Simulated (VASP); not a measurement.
# Ge (Im-3m) in VASP: notebook

The runs below take Ge through single point, with r2SCAN.

All numbers are computed with VASP 6.6.1; they aren't measurements. Logs are shortened: lines on timing, memory, paths and dates and some standing lists are left out, and cuts for length are marked.

### 1 The cell of the first run

The structure is cubic, space group Im-3m (No. 229). Conventional cell: a = 3.348 Å, b = 3.348 Å, c = 3.348 Å, α = 90.00°, β = 90.00°, γ = 90.00°. Within 3.8 Å of Ge (site symmetry m-3m) lie 14 Ge at 2.90 to 3.35 Å.

### 2 Single point, r2SCAN

File POSCAR:

```
Ge
1.0
   -1.6738306493      1.6738306493      1.6738306493
    1.6738306493     -1.6738306493      1.6738306493
    1.6738306493      1.6738306493     -1.6738306493
Ge
1
Direct
    0.0000000000      0.0000000000      0.0000000000
```

File INCAR.step1:

```
SYSTEM = Ge
  ALGO = Normal
  EDIFF = 1E-4
  ENCUT = 520
  GGA = PE
  ISMEAR = -1
  LASPH = .True.
  LCHARG = .False.
  LREAL = .False.
  LWAVE = .True.
  NBANDS = 13
  NELM = 80
  PREC = Accurate
  SIGMA = 0.1
```

File INCAR.step2:

```
SYSTEM = Ge
  ALGO = Normal
  EDIFF = 1E-7
  ENCUT = 520
  ISIF = 2
  ISMEAR = -1
  ISTART = 1
  LASPH = .True.
  LCHARG = .False.
  LMIXTAU = .True.
  LREAL = .False.
  LWAVE = .False.
  METAGGA = R2SCAN
  NBANDS = 13
  NELM = 80
  PREC = Accurate
  SIGMA = 0.1
```

File KPOINTS:

```
k-points
0
Gamma
  13 13 13
  0 0 0
```

Potentials or basis: VASP PAW PBE potentials, release 64 (Ge_d).

On the command line:

```bash
cat potpaw_PBE.64/Ge_d/POTCAR > POTCAR
cp INCAR.step1 INCAR
mpirun -np 1 vasp_std > vasp.out
cp INCAR.step2 INCAR
mpirun -np 1 vasp_std > vasp.out
```

OUTCAR:

```text
SYSTEM = Ge
   EDIFF = 1E-7
   ENCUT = 520
   ISIF = 2
   ISMEAR = -1
   ISTART = 1
   LASPH = .True.
   LREAL = .False.
   METAGGA = R2SCAN
   NELM = 80
   PREC = Accurate

 ion  position               nearest neighbor table
   1  0.000  0.000  0.000-

  LATTYP: Found a body centered cubic cell.
 ALAT       =     3.3476612986

  Lattice vectors:

 A1 = (  -1.6738306493,   1.6738306493,   1.6738306493)
 A2 = (   1.6738306493,  -1.6738306493,   1.6738306493)
 A3 = (   1.6738306493,   1.6738306493,  -1.6738306493)

Analysis of symmetry for initial positions (statically):
=====================================================================
 Subroutine PRICEL returns:
 Original cell was already a primitive cell.

 Routine SETGRP: Setting up the symmetry group for a
 body centered cubic supercell.

 Subroutine GETGRP returns: Found 48 space group operations
 (whereof 48 operations were pure point group operations)
 out of a pool of 48 trial point group operations.

The static configuration has the point symmetry O_h .

Analysis of symmetry for dynamics (positions and initial velocities):
=====================================================================
 Subroutine PRICEL returns:
 Original cell was already a primitive cell.

 Routine SETGRP: Setting up the symmetry group for a
 body centered cubic supercell.

 Subroutine GETGRP returns: Found 48 space group operations
 (whereof 48 operations were pure point group operations)
 out of a pool of 48 trial point group operations.

The dynamic configuration has the point symmetry O_h .

 Subroutine INISYM returns: Found 48 space group operations
 (whereof 48 operations are pure point group operations),
 and found     1 'primitive' translations

----------------------------------------------------------------------------------------

                                     Primitive cell

  volume of cell :      18.7583

  direct lattice vectors                    reciprocal lattice vectors
    -1.673830649  1.673830649  1.673830649     0.000000000  0.298716002  0.298716002
     1.673830649 -1.673830649  1.673830649     0.298716002  0.000000000  0.298716002
     1.673830649  1.673830649 -1.673830649     0.298716002  0.298716002  0.000000000

  length of vectors
     2.899159728  2.899159728  2.899159728     0.422448222  0.422448222  0.422448222

  position of ions in fractional coordinates (direct lattice)
     0.000000000  0.000000000  0.000000000

  ion indices of the primitive-cell ions
   primitive index   ion index
                 1           1

----------------------------------------------------------------------------------------

 KPOINTS: k-points

Automatic generation of k-mesh.
 Grid dimensions read from file:
 generate k-points for:   13   13   13

 Generating k-lattice:

  Cartesian coordinates                     Fractional coordinates (reciprocal lattice)
     0.000000000  0.022978154  0.022978154     0.076923077  0.000000000  0.000000000
     0.022978154  0.000000000  0.022978154     0.000000000  0.076923077  0.000000000
     0.022978154  0.022978154  0.000000000     0.000000000  0.000000000  0.076923077

  Length of vectors
     0.032496017  0.032496017  0.032496017

  Shift w.r.t. Gamma in fractional coordinates (k-lattice)
     0.000000000  0.000000000  0.000000000

 Subroutine IBZKPT returns following result:
 ===========================================

 Found     84 irreducible k-points:

 Following reciprocal coordinates:
            Coordinates               Weight
  0.000000  0.000000  0.000000      1.000000
  0.076923  0.000000  0.000000     12.000000
  0.153846  0.000000  0.000000     12.000000
  0.230769  0.000000  0.000000     12.000000
  0.307692  0.000000  0.000000     12.000000
  0.384615  0.000000  0.000000     12.000000
[... 16 lines left out ...]
  0.153846  0.076923  0.076923     24.000000
  0.230769  0.076923  0.076923     24.000000
 [... further k-points ...]
   k-points           NKPTS =     84   k-points in BZ     NKDIM =     84   number of bands    NBANDS=     13
   number of dos      NEDOS =    301   number of ions     NIONS =      1
   total plane-waves  NPLWV =  13824
   dimension x,y,z NGX =    24 NGY =   24 NGZ =   24
   dimension x,y,z NGXF=    48 NGYF=   48 NGZF=   48
   ions per type =               1
   NGX,Y,Z   is equivalent  to a cutoff of  13.76, 13.76, 13.76 a.u.
   NGXF,Y,Z  is equivalent  to a cutoff of  27.52, 27.52, 27.52 a.u.
 SYSTEM =  Ge
   PREC   = accura    normal or accurate (medium, high low for compatibility)
   ISTART =      1    job   : 0-new  1-cont  2-samecut
   ICHARG =      0    charge: 1-file 2-atom 10-const
   ISPIN  =      1    spin polarized calculation?
   LNONCOLLINEAR =      F non collinear calculations
   LSORBIT =      F    spin-orbit coupling
   LASPH  =      T    aspherical Exc in radial PAW
   ENCUT  =  520.0 eV  38.22 Ry    6.18 a.u.   5.39  5.39  5.39*2*pi/ulx,y,z
   NELM   =     80;   NELMIN=  2; NELMDL=  0     # of ELM steps
   EDIFF  = 0.1E-06   stopping-criterion for ELM
   LREAL  =      F    real-space projection
   EDIFFG = 0.1E-05   stopping-criterion for IOM
   NSW    =      0    number of steps for IOM
   IBRION =     -1    ionic relax: 0-MD 1-quasi-New 2-CG
   NFREE  =      0    steps in history (QN), initial steepest desc. (CG)
   ISIF   =      2    stress and relaxation
   ISYM   =      2    0-nonsym 1-usesym 2-fastsym
   POTIM  = 0.5000    time-step for ionic-motion
   TEBEG  =    0.0;   TEEND  =   0.0 temperature during run
   PSTRESS=    0.0 pullay stress
   NELECT =      14.0000    total number of electrons
   NUPDOWN=      -1.0000    fix difference up-down
   EMIN   =  10.00;   EMAX   =-10.00  energy-range for DOS
   EFERMI =   0.00;   METHOD = LEGACY
   ISMEAR =    -1;   SIGMA  =   0.10  broadening in eV -4-tet -1-fermi 0-gaus
   EFERMI_NEDOS =   21; number of points for ismear=-14 and -15
   IALGO  =     38    algorithm
   IMIX   =      4    mixing-type and parameters
     AMIX     =   0.40;   BMIX     =  1.00
     AMIX_MAG =   1.60;   BMIX_MAG =  1.00
  volume/ion in A,a.u.               =      18.76       126.59
  Fermi-wavevector in a.u.,A,eV,Ry     =   1.484976  2.806197 30.002923  2.205153
  Thomas-Fermi vector in A             =   2.598445
   LORBIT       =      0    0 simple, 1 ext, 2 COOP (PROOUT), +10 PAW based schemes
   METAGGA = R2SCAN    functional components
   LHFCALC =     F    Hartree Fock is set to
   AEXX    =    0.0000 exact exchange contribution
   IVDW    =     0    specifies the selected vdW correction
   LEPSILON=     F    determine dielectric tensor
   LRPA    =     F    only Hartree local field effects (RPA)
 non-spin polarized calculation
  energy-cutoff  :      520.00
  volume of cell :       18.76
 maximum number of plane-waves:       531
 NGX is ok and might be reduce to    24
   NGX = 11   NGY = 11   NGZ = 11

 number of electron      14.0000007 magnetization

 Free energy of the ion-electron system (eV)
  ---------------------------------------------------
  ext. energy  EPLUGINS =         0.00000000
  ---------------------------------------------------
  free energy    TOTEN  =       -13.30133700 eV

  energy without entropy =      -13.28184569  energy(sigma->0) =      -13.29159135

 E-fermi :   6.7077     XC(G=0): -12.4838

 val. band max:        6.6863600679   @ k =  -0.2308   0.3846   0.0769
 cond. band min:       6.7146979661   @ k =   0.2308   0.1538   0.0000
 fundamental gap:      0.0283378982
 Fermi energy:         6.7077093480

 k-point     1 :       0.0000    0.0000    0.0000
  band No.  band energies     occupation
      1     -18.7725      2.00000
      2     -18.7725      2.00000
      3     -18.7725      2.00000
      4     -18.6777      2.00000
      5     -18.6777      2.00000
      6      -7.1557      2.00000
      7      16.4491      0.00000
      8      16.4491      0.00000
      9      16.4492      0.00000
     10      22.3631      0.00000
     11      22.3631      0.00000
     12      22.3631      0.00000
     13      24.7736      0.00000

 k-point     2 :       0.0769    0.0000    0.0000
  band No.  band energies     occupation
      1     -18.7744      2.00000
      2     -18.7700      2.00000
      3     -18.7640      2.00000
      4     -18.6797      2.00000
      5     -18.6779      2.00000
      6      -6.9895      2.00000
      7      15.1828      0.00000
      8      15.8245      0.00000
      9      16.2917      0.00000
     10      21.3556      0.00000
     11      21.5170      0.00000
     12      23.2926      0.00000
     13      23.7755      0.00000

 k-point     3 :       0.1538    0.0000    0.0000
  band No.  band energies     occupation
      1     -18.7796      2.00000
      2     -18.7640      2.00000
      3     -18.7404      2.00000
      4     -18.6849      2.00000
      5     -18.6786      2.00000
      6      -6.4910      2.00000
      7      12.4636      0.00000
      8      14.5911      0.00000
      9      15.8522      0.00000
     10      19.9478      0.00000
     11      19.9928      0.00000
     12      23.3666      0.00000
     13      24.3687      0.00000

 k-point     4 :       0.2308    0.0000    0.0000
  band No.  band energies     occupation
      1     -18.7871      2.00000
      2     -18.7586      2.00000
      3     -18.7070      2.00000
      4     -18.6897      2.00000
      5     -18.6794      2.00000
      6      -5.6611      2.00000
      7       9.4249      0.00000
      8      13.3726      0.00000
      9      15.2527      0.00000
     10      18.7595      0.00000
     11      18.7718      0.00000
     12      23.6486      0.00000
     13      25.1848      0.00000

 k-point     5 :       0.3077    0.0000    0.0000
  band No.  band energies     occupation
      1     -18.7950      2.00000
      2     -18.7583      2.00000
      3     -18.6902      2.00000
      4     -18.6803      2.00000
      5     -18.6712      2.00000
      6      -4.5060      2.00000
      7       6.4794      1.81495
      8      12.3806      0.00000
      9      14.6611      0.00000
     10      17.8573      0.00000
     11      17.8787      0.00000
     12      24.4898      0.00000
     13      26.2426      0.00000
[... 257 lines left out ...]
 k-point    22 :       0.0769    0.0769    0.0769
  band No.  band energies     occupation
      1     -18.7748      2.00000
      2     -18.7748      2.00000
      3     -18.7221      2.00000
      4     -18.6825      2.00000
      5     -18.6825      2.00000
      6      -6.1587      2.00000
      7      11.5837      0.00000
      8      13.8979      0.00000
      9      13.8979      0.00000
     10      20.8212      0.00000
     11      20.8212      0.00000
     12      24.6470      0.00000
     13      24.6470      0.00000

 k-point    23 :       0.1538    0.0769    0.0769
  band No.  band energies     occupation
      1     -18.7821      2.00000
      2     -18.7683      2.00000
      3     -18.6949      2.00000
      4     -18.6866      2.00000
      5     -18.6817      2.00000
      6      -5.3300      2.00000
      7       9.2939      0.00000
      8      11.8811      0.00000
      9      12.9476      0.00000
     10      20.7999      0.00000
     11      20.8592      0.00000
     12      24.7134      0.00000
     13      25.4008      0.00000

 k-point    24 :       0.2308    0.0769    0.0769
  band No.  band energies     occupation
      1     -18.7893      2.00000
      2     -18.7615      2.00000
      3     -18.6892      2.00000
      4     -18.6813      2.00000
      5     -18.6684      2.00000
      6      -4.1787      2.00000
      7       6.6444      1.30638
      8      10.5647      0.00000
      9      12.1465      0.00000
     10      20.3412      0.00000
     11      20.5786      0.00000
     12      25.1719      0.00000
     13      26.5093      0.00000

 [... further k-points ...]
[... 5 lines left out ...]
  --------------------------------------------------------------------------------------
  -------------------------------------------------------------------------------------
  Total       -0.0226568     -0.0226568     -0.0226568      0.0000000      0.0000000      0.0000000
  in kB       -1.9351513     -1.9351513     -1.9351513      0.0000000      0.0000000      0.0000000
  external PRESSURE =      -1.9351513 kB  Pullay stress =       0.0000000 kB

 VOLUME and BASIS-vectors are now :
 -----------------------------------------------------------------------------
  energy-cutoff  :      520.00
  volume of cell :       18.76
      direct lattice vectors                 reciprocal lattice vectors
    -1.673830649  1.673830649  1.673830649     0.000000000  0.298716002  0.298716002
     1.673830649 -1.673830649  1.673830649     0.298716002  0.000000000  0.298716002
     1.673830649  1.673830649 -1.673830649     0.298716002  0.298716002  0.000000000

 POSITION                                       TOTAL-FORCE (eV/Angst)
 -----------------------------------------------------------------------------------
      0.00000      0.00000      0.00000         0.000000     -0.000000      0.000000
 -----------------------------------------------------------------------------------
    total drift:                                0.000000      0.000000      0.000000

  FREE ENERGIE OF THE ION-ELECTRON SYSTEM (eV)
  ---------------------------------------------------
  free  energy   TOTEN  =       -13.3013370019 eV

  energy  without entropy=      -13.2818456886  energy(sigma->0) =      -13.29159135
```

It took 59 s on 1 thread of Intel Xeon Platinum 8488C (Sapphire Rapids), shared host; peak memory 0.15 GiB.

What came out:

```
Free energy            : -13.3013 eV
Pressure               : -0.2 GPa
Band gap on the k mesh : zero (band 7 reaches 16.45 eV, above the bottom of band 8 at 3.66 eV)
```

Caveat: the PAW data sets were made with another functional, which shifts forces and pressure a little.

### 3 Single point, r2SCAN (volume scaled by 0.92)

File POSCAR:

```
Ge
1.0
   -1.6279489865      1.6279489865      1.6279489865
    1.6279489865     -1.6279489865      1.6279489865
    1.6279489865      1.6279489865     -1.6279489865
Ge
1
Direct
    0.0000000000      0.0000000000      0.0000000000
```

File INCAR.step1:

```
SYSTEM = Ge
ALGO = Normal
EDIFF = 1E-4
ENCUT = 520
GGA = PE
ISMEAR = -1
LASPH = .TRUE.
LCHARG = .FALSE.
LREAL = .FALSE.
LWAVE = .TRUE.
NBANDS = 13
NELM = 100
PREC = Accurate
SIGMA = 0.1
```

File INCAR.step2:

```
SYSTEM = Ge
ALGO = Normal
EDIFF = 1E-7
ENCUT = 520
ISIF = 2
ISMEAR = -1
ISTART = 1
LASPH = .TRUE.
LCHARG = .FALSE.
LMIXTAU = .TRUE.
LREAL = .FALSE.
LWAVE = .FALSE.
METAGGA = R2SCAN
NBANDS = 13
NELM = 100
PREC = Accurate
SIGMA = 0.1
```

File KPOINTS:

```
k-points
0
G
  15 15 15
  0 0 0
```

Potentials or basis: VASP PAW PBE potentials, release 64 (Ge_d).

On the command line:

```bash
cat potpaw_PBE.64/Ge_d/POTCAR > POTCAR
cp INCAR.step1 INCAR
mpirun -np 1 vasp_std > vasp.out
cp INCAR.step2 INCAR
mpirun -np 1 vasp_std > vasp.out
```

Run time: 81 s. Hardware: 1 thread of Intel Xeon Platinum 8488C (Sapphire Rapids), shared host; peak memory 0.16 GiB.

It converged, with:

```yaml
Free_energy: -13.2797 eV
Pressure: 6.1 GPa
Band_gap_on_the_k_mesh: zero (band 7 reaches 18.36 eV, above the bottom of band 8 at 4.09 eV)
```

Levels at points of the mesh, in eV from the Fermi level:
| k point | band 5 | band 6 | band 7 | band 8 | band 9 | band 10 |
| --- | --- | --- | --- | --- | --- | --- |
| (0.00, 0.00, 0.00) | -25.41 | -14.63 | 10.72 | 10.72 | 10.72 | 16.36 |

Caveat: the PAW data sets were made with another functional, which shifts forces and pressure a little.

### 4 Single point, r2SCAN (volume scaled by 0.96)

File POSCAR:

```
Ge
1.0
   -1.6512085431      1.6512085431      1.6512085431
    1.6512085431     -1.6512085431      1.6512085431
    1.6512085431      1.6512085431     -1.6512085431
Ge
1
Direct
    0.0000000000      0.0000000000      0.0000000000
```

File INCAR.step1:

```
SYSTEM = Ge
ALGO = Normal
EDIFF = 1E-4
ENCUT = 520
GGA = PE
ISMEAR = -1
LASPH = .True.
LCHARG = .False.
LREAL = .False.
LWAVE = .True.
NBANDS = 13
NELM = 80
PREC = Accurate
SIGMA = 0.1
```

File INCAR.step2:

```
SYSTEM = Ge
ALGO = Normal
EDIFF = 1E-6
ENCUT = 520
ISIF = 2
ISMEAR = -1
ISTART = 1
LASPH = .True.
LCHARG = .False.
LMIXTAU = .True.
LREAL = .False.
LWAVE = .False.
METAGGA = R2SCAN
NBANDS = 13
NELM = 80
PREC = Accurate
SIGMA = 0.1
```

File KPOINTS:

```
k-points
0
Gamma
  15 15 15
  0 0 0
```

On the command line:

```bash
cat potpaw_PBE.64/Ge_d/POTCAR > POTCAR
cp INCAR.step1 INCAR
mpirun -np 1 vasp_std > vasp.out
cp INCAR.step2 INCAR
mpirun -np 1 vasp_std > vasp.out
```

Run time: 77 s. Hardware: 1 thread of Intel Xeon Platinum 8488C (Sapphire Rapids), shared host; peak memory 0.16 GiB.

It converged, with:

```yaml
Free_energy: -13.2994 eV
Pressure: 2.3 GPa
Band_gap_on_the_k_mesh: zero (band 7 reaches 17.37 eV, above the bottom of band 8 at 3.79 eV)
```

Levels at points of the mesh, in eV from the Fermi level:
| k point | band 5 | band 6 | band 7 | band 8 | band 9 | band 10 |
| --- | --- | --- | --- | --- | --- | --- |
| (0.00, 0.00, 0.00) | -25.41 | -14.25 | 10.20 | 10.20 | 10.20 | 15.98 |

Caveat: the PAW data sets were made with another functional, which shifts forces and pressure a little.

### 5 Overview

| cell | k mesh | gap on the mesh (eV) | pressure (GPa) |
| --- | --- | --- | --- |
| a = 2.899 Å, angles 109.5°, 1 atom | 13 × 13 × 13 | none | -0.2 |
| a = 2.820 Å, angles 109.5°, 1 atom | 15 × 15 × 15 | none | 6.1 |
| a = 2.860 Å, angles 109.5°, 1 atom | 15 × 15 × 15 | none | 2.3 |

Alike in all rows: task single point; level r2SCAN; potentials or basis VASP PAW PBE potentials, release 64 (Ge_d); no spin polarisation; cutoff (eV) 520; smearing fermi-dirac 0.1 eV.

Caveats: the PAW data sets were made with another functional, which shifts forces and pressure a little.

Absolute energies hang on the potentials; compare differences alone.
